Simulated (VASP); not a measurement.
# Nb (Im-3m) in VASP: further runs

Runs on Nb. Level: revPBE. Tasks: single point.

All numbers are computed with VASP 6.6.1; they aren't measurements. Logs are shortened: lines on timing, memory, paths and dates and some standing lists are left out, and cuts for length are marked.

**1. The cell of the first run**

Symmetry: Im-3m, No. 229, cubic system. Conventional cell: a = 3.323 Å, b = 3.323 Å, c = 3.323 Å, α = 90.00°, β = 90.00°, γ = 90.00°. Within 3.8 Å of Nb (site symmetry m-3m) lie 14 Nb at 2.88 to 3.32 Å.

**2. Single point, revPBE**

INCAR

```
PREC = Accurate
ENCUT = 500
EDIFF = 1E-6
ISMEAR = -1
SIGMA = 0.1
LREAL = F
LASPH = T
NELM = 120
ALGO = Normal
ISIF = 2
LWAVE = F
LCHARG = F
GGA = RE
NBANDS = 12
GGA_COMPAT = F
```

KPOINTS

```
regular mesh
0
Gamma
  7 7 7
```

POSCAR

```
Nb
1.0
   -1.6616024857      1.6616024857      1.6616024857
    1.6616024857     -1.6616024857      1.6616024857
    1.6616024857      1.6616024857     -1.6616024857
Nb
1
Direct
    0.0000000000      0.0000000000      0.0000000000
```

Potentials or basis: VASP PAW PBE potentials, release 64 (Nb_sv).

Started as:

```sh
> cat potpaw_PBE.64/Nb_sv/POTCAR > POTCAR
> mpirun -np 1 vasp_std > vasp.out
```

OUTCAR:

```text
PREC = Accurate
   ENCUT = 500
   EDIFF = 1E-6
   ISMEAR = -1
   LREAL = F
   LASPH = T
   NELM = 120
   ISIF = 2
   GGA = RE

 ion  position               nearest neighbor table
   1  0.000  0.000  0.000-

  LATTYP: Found a body centered cubic cell.
 ALAT       =     3.3232049714

  Lattice vectors:

 A1 = (  -1.6616024857,   1.6616024857,   1.6616024857)
 A2 = (   1.6616024857,  -1.6616024857,   1.6616024857)
 A3 = (   1.6616024857,   1.6616024857,  -1.6616024857)

Analysis of symmetry for initial positions (statically):
=====================================================================
 Subroutine PRICEL returns:
 Original cell was already a primitive cell.

 Routine SETGRP: Setting up the symmetry group for a
 body centered cubic supercell.

 Subroutine GETGRP returns: Found 48 space group operations
 (whereof 48 operations were pure point group operations)
 out of a pool of 48 trial point group operations.

The static configuration has the point symmetry O_h .

Analysis of symmetry for dynamics (positions and initial velocities):
=====================================================================
 Subroutine PRICEL returns:
 Original cell was already a primitive cell.

 Routine SETGRP: Setting up the symmetry group for a
 body centered cubic supercell.

 Subroutine GETGRP returns: Found 48 space group operations
 (whereof 48 operations were pure point group operations)
 out of a pool of 48 trial point group operations.

The dynamic configuration has the point symmetry O_h .

 Subroutine INISYM returns: Found 48 space group operations
 (whereof 48 operations are pure point group operations),
 and found     1 'primitive' translations

----------------------------------------------------------------------------------------

                                     Primitive cell

  volume of cell :      18.3502

  direct lattice vectors                    reciprocal lattice vectors
    -1.661602486  1.661602486  1.661602486     0.000000000  0.300914331  0.300914331
     1.661602486 -1.661602486  1.661602486     0.300914331  0.000000000  0.300914331
     1.661602486  1.661602486 -1.661602486     0.300914331  0.300914331  0.000000000

  length of vectors
     2.877979927  2.877979927  2.877979927     0.425557128  0.425557128  0.425557128

  position of ions in fractional coordinates (direct lattice)
     0.000000000  0.000000000  0.000000000
[... 76 lines left out ...]
   NFREE  =      0    steps in history (QN), initial steepest desc. (CG)
   ISIF   =      2    stress and relaxation
   ISYM   =      2    0-nonsym 1-usesym 2-fastsym
   POTIM  = 0.5000    time-step for ionic-motion
   TEBEG  =    0.0;   TEEND  =   0.0 temperature during run
   PSTRESS=    0.0 pullay stress
   NELECT =      13.0000    total number of electrons
   NUPDOWN=      -1.0000    fix difference up-down
   EMIN   =  10.00;   EMAX   =-10.00  energy-range for DOS
   EFERMI =   0.00;   METHOD = LEGACY
   ISMEAR =    -1;   SIGMA  =   0.10  broadening in eV -4-tet -1-fermi 0-gaus
   EFERMI_NEDOS =   21; number of points for ismear=-14 and -15
   IALGO  =     38    algorithm
   IMIX   =      4    mixing-type and parameters
     AMIX     =   0.40;   BMIX     =  1.00
     AMIX_MAG =   1.60;   BMIX_MAG =  1.00
  volume/ion in A,a.u.               =      18.35       123.83
  Fermi-wavevector in a.u.,A,eV,Ry     =   1.459404  2.757873 28.978499  2.129860
  Thomas-Fermi vector in A             =   2.575975
   LORBIT       =      0    0 simple, 1 ext, 2 COOP (PROOUT), +10 PAW based schemes
   GGA     = RE    functional components
   LHFCALC =     F    Hartree Fock is set to
   AEXX    =    0.0000 exact exchange contribution
   IVDW    =     0    specifies the selected vdW correction
   LEPSILON=     F    determine dielectric tensor
   LRPA    =     F    only Hartree local field effects (RPA)
 non-spin polarized calculation
  energy-cutoff  :      500.00
  volume of cell :       18.35
 maximum number of plane-waves:       474
 NGX is ok and might be reduce to    24
   NGX = 11   NGY = 11   NGZ = 11

 number of electron      12.9999999 magnetization

 Free energy of the ion-electron system (eV)
  ---------------------------------------------------
  ext. energy  EPLUGINS =         0.00000000
  ---------------------------------------------------
  free energy    TOTEN  =        -9.82426672 eV

  energy without entropy =       -9.75777885  energy(sigma->0) =       -9.79102278

 E-fermi :  10.9196     XC(G=0): -12.3583

 val. band max:       10.8881399901   @ k =   0.1429   0.0000   0.0000
 cond. band min:      10.9614464022   @ k =   0.2857   0.0000   0.0000
 fundamental gap:      0.0733064120
 Fermi energy:        10.9196266949

 k-point     1 :       0.0000    0.0000    0.0000
  band No.  band energies     occupation
      1     -43.4435      2.00000
      2     -18.7804      2.00000
      3     -18.7804      2.00000
      4     -18.7804      2.00000
      5       5.0718      2.00000
      6      11.3439      0.02834
      7      11.3439      0.02834
      8      11.3439      0.02834
      9      14.1928      0.00000
     10      14.1928      0.00000
     11      25.1347      0.00000
     12      25.1347      0.00000
[... 271 lines left out ...]
 k-point    20 :      -0.4286    0.4286    0.4286
  band No.  band energies     occupation
      1     -43.0732      2.00000
      2     -19.6583      2.00000
      3     -19.6109      2.00000
      4     -19.6109      2.00000
      5       7.5848      2.00000
      6       7.6985      2.00000
      7      15.2462      0.00000
      8      15.2462      0.00000
      9      16.0664      0.00000
     10      18.9025      0.00000
     11      21.5376      0.00000
     12      21.5376      0.00000

------------------------ aborting loop because EDIFF is reached ----------------------------------------

  FORCE on cell =-STRESS in cart. coord.  units (eV):
  Direction    XX          YY          ZZ          XY          YZ          ZX
  --------------------------------------------------------------------------------------
  -------------------------------------------------------------------------------------
  Total        0.0467702      0.0467702      0.0467702     -0.0000000     -0.0000000     -0.0000000
  in kB        4.0835559      4.0835559      4.0835559     -0.0000000     -0.0000000     -0.0000000
  external PRESSURE =       4.0835559 kB  Pullay stress =       0.0000000 kB

 VOLUME and BASIS-vectors are now :
 -----------------------------------------------------------------------------
  energy-cutoff  :      500.00
  volume of cell :       18.35
      direct lattice vectors                 reciprocal lattice vectors
    -1.661602486  1.661602486  1.661602486     0.000000000  0.300914331  0.300914331
     1.661602486 -1.661602486  1.661602486     0.300914331  0.000000000  0.300914331
     1.661602486  1.661602486 -1.661602486     0.300914331  0.300914331  0.000000000

 POSITION                                       TOTAL-FORCE (eV/Angst)
 -----------------------------------------------------------------------------------
      0.00000      0.00000      0.00000         0.000000      0.000000      0.000000
 -----------------------------------------------------------------------------------
    total drift:                                0.000000      0.000000      0.000000

  FREE ENERGIE OF THE ION-ELECTRON SYSTEM (eV)
  ---------------------------------------------------
  free  energy   TOTEN  =        -9.8242667178 eV

  energy  without entropy=       -9.7577788518  energy(sigma->0) =       -9.79102278
```

It took 4.8 s on 1 thread of Intel Xeon 6975P-C, shared host; peak memory 0.14 GiB.

Results:

```yaml
Free_energy: -9.8243 eV
Pressure: 0.4 GPa
```

Caveat: the k points lie up to 0.38 Å⁻¹ apart; the PAW data sets were made with another functional, which shifts forces and pressure a little.

**3. Single point, revPBE, collinear spin, ferromagnetic start**

This run uses another cell than the first one, of 18.31 Å³/atom, 0.998 times its volume.

INCAR

```
SYSTEM = Nb
ALGO = Normal ; EDIFF = 1E-6
ENCUT = 500 ; GGA = RE
GGA_COMPAT = .False. ; ISIF = 2
ISMEAR = -1 ; ISPIN = 2
LASPH = .True. ; LCHARG = .False.
LMAXMIX = 4 ; LORBIT = 11
LREAL = .False. ; LWAVE = .False.
MAGMOM = 1 ; NBANDS = 16
NELM = 200 ; PREC = Accurate
SIGMA = 0.1
```

KPOINTS

```
k-points
0
Gamma
  7 7 7
  0 0 0
```

POSCAR

```
Nb
1.0
   -1.6603275548      1.6603275548      1.6603275548
    1.6603275548     -1.6603275548      1.6603275548
    1.6603275548      1.6603275548     -1.6603275548
Nb
1
Direct
    0.0000000000      0.0000000000      0.0000000000
```

Potentials or basis: VASP PAW PBE potentials, release 64 (Nb_sv).

Started as:

```sh
> cat potpaw_PBE.64/Nb_sv/POTCAR > POTCAR
> mpirun -np 1 vasp_std > vasp.out
```

It took 8.8 s on 1 thread of AMD EPYC 9R45 (Zen 5), shared host; peak memory 0.12 GiB.

It converged, with:

```
Free energy                                           : -9.8241 eV
Pressure                                              : 0.8 GPa
Net moment                                            : 0.00 μB per cell
Valence electrons inside the program's atomic spheres : Nb 10.70
```

Levels at points of the mesh, in eV from the Fermi level:
Spin up:
```tsv
k point	band 2	band 3	band 4	band 5	band 6	band 7	band 8	band 9	band 10	band 11
(0.00, 0.00, 0.00)	-29.69	-29.69	-29.69	-5.85	0.42	0.42	0.42	3.28	3.28	14.22
```
Spin down:
| k point | band 4 | band 5 | band 6 | band 7 | band 8 | band 9 |
| --- | --- | --- | --- | --- | --- | --- |
| (0.00, 0.00, 0.00) | -29.69 | -5.85 | 0.42 | 0.42 | 0.42 | 3.28 |

Caveat: the k points lie up to 0.38 Å⁻¹ apart; the PAW data sets were made with another functional, which shifts forces and pressure a little.
